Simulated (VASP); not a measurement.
A run of VASP 6.6.1:

The input INCAR:

```
SYSTEM = Rb
PREC = Accurate
ENCUT = 500
EDIFF = 1E-6
ISMEAR = -1
SIGMA = 0.05
LREAL = .False.
LASPH = .True.
NELM = 200
ALGO = Normal
ISIF = 2
LWAVE = .False.
LCHARG = .True.
MAGMOM = 0 0 0
LORBIT = 11
LSORBIT = .True.
GGA_COMPAT = .False.
LORBMOM = .True.
GGA = PE
IVDW = 12
LVHAR = .True.
NBANDS = 20
```

KPOINTS

```
Automatic mesh
0
Gamma
  7 7 7
  0 0 0
```

The input POSCAR:

```
Rb
1.0
   -2.6855908300      2.6855908300      2.6855908300
    2.6855908300     -2.6855908300      2.6855908300
    2.6855908300      2.6855908300     -2.6855908300
Rb
1
Direct
    0.0000000000      0.0000000000      0.0000000000
```

Potentials or basis: VASP PAW PBE potentials, release 64 (Rb_sv).

Launch:

```bash
$ cat potpaw_PBE.64/Rb_sv/POTCAR > POTCAR
$ mpirun -np 1 vasp_ncl > vasp.out
```

Hardware: 1 thread of AMD EPYC 9R45 96-Core Processor (Zen 5) (shared host).

Problem. How long does it take, and how much memory?

Solution. Wall time 42 s on 1 thread of AMD EPYC 9R45 96-Core Processor (Zen 5), with other jobs on the host, peak memory 0.36 GiB. Counts: scf iterations 11, k points 20.
